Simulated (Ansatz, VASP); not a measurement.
# InAs: VASP beside Ansatz

```
In As
1.0
     0.00000    3.04370    3.04370
     3.04370    0.00000    3.04370
     3.04370    3.04370    0.00000
In As
1 1
Direct
  0.00000 0.00000 0.00000
  0.25000 0.25000 0.25000
```

Alike in both runs: functional PBEsol; k mesh 12 × 12 × 12; occupations gaussian, width 0.1 eV; no spin polarisation.

Ansatz relaxed the structure, and its values are those at the end. VASP's run is a single point on that final structure, the one shown.

|  | VASP | Ansatz |
| --- | --- | --- |
| version | VASP 6.6.1 | Ansatz 0.2.0 |
| potentials or method | VASP PAW PBE potentials, release 64 (In_d, As), cutoff 500 eV | scalar-relativistic, plane waves, PAW |
| valence electrons in the cell | 18 | 28 |

|  | VASP | Ansatz | Ansatz less VASP |
| --- | --- | --- | --- |
| gap on the k mesh at the Fermi level (eV) | none | none | - |
| pressure (GPa) | 0.1 | 0.0 | -0.09 |

VASP's potentials were made for PBE, not for PBEsol. A gap of «none» marks a metal or a gap that the smearing closes. The functional is the same, so the differences come from potentials, cutoffs and numerics. VASP's potentials hold 18 valence electrons a cell and Ansatz's 28, so a difference there can come from the potentials and not from the codes.
